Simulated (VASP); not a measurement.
Here is a VASP 6.6.1 calculation.

INCAR

```
SYSTEM = Na
  ALGO = Normal
  EDIFF = 1E-6
  ENCUT = 520
  GGA = PE
  ISIF = 2
  ISMEAR = -1
  LASPH = .True.
  LCHARG = .False.
  LREAL = .False.
  LWAVE = .False.
  NBANDS = 14
  NELM = 60
  PREC = Accurate
  SIGMA = 0.05
```

KPOINTS

```
k-points
0
Gamma
  13 13 7
  0 0 0
```

Contents of POSCAR:

```
Na
1.0
    3.7670009976      0.0000000000      0.0000000000
   -1.8835004988      3.2623185600      0.0000000000
    0.0000000000      0.0000000000      6.1540000000
Na
2
Direct
    0.3333333333      0.6666666667      0.2500000000
    0.6666666667      0.3333333333      0.7500000000
```

Potentials or basis: VASP PAW PBE potentials, release 64 (Na_pv).

Launch:

```console
$ cat potpaw_PBE.64/Na_pv/POTCAR > POTCAR
$ mpirun -np 1 vasp_std > vasp.out
```

Question: Estimate the pressure.

Answer: -0.1 GPa.

Question: What does it give for the band gap on the k mesh?

Answer: Zero (bands 7 and 8 overlap by 3.34 eV).

Stress tensor (GPa, compression positive):
```
-0.18  0.00  0.00
 0.00 -0.18  0.00
 0.00  0.00 -0.06
```
